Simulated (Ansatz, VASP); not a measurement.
Rh in VASP and in Ansatz

```
Rh
1.0
    -1.53497    1.53497    1.53497
     1.53497   -1.53497    1.53497
     1.53497    1.53497   -1.53497
Rh
1
Direct
  0.00000 0.00000 0.00000
```

Alike in both runs: functional PBE; k mesh 26 × 26 × 26; occupations gaussian, width 0.1 eV; no spin polarisation.

Ansatz relaxed the structure, and its values are those at the end. VASP's run is a single point on that final structure, the one shown.

```csv
,VASP,Ansatz
version,VASP 6.6.1,Ansatz 0.2.0
potentials or method,"VASP PAW PBE potentials, release 64 (Rh_pv), cutoff 520 eV","scalar-relativistic, plane waves, PAW"
valence electrons in the cell,15,17
```

|  | VASP | Ansatz | Ansatz less VASP |
| --- | --- | --- | --- |
| gap on the k mesh at the Fermi level (eV) | none | none | - |
| pressure (GPa) | 0.0 | 0.0 | -0.01 |

A gap of «none» marks a metal or a gap that the smearing closes. With one functional, cell and mesh, what is left measures potentials, basis and numerics. VASP's potentials hold 15 valence electrons a cell and Ansatz's 17, so a difference there can come from the potentials and not from the codes.
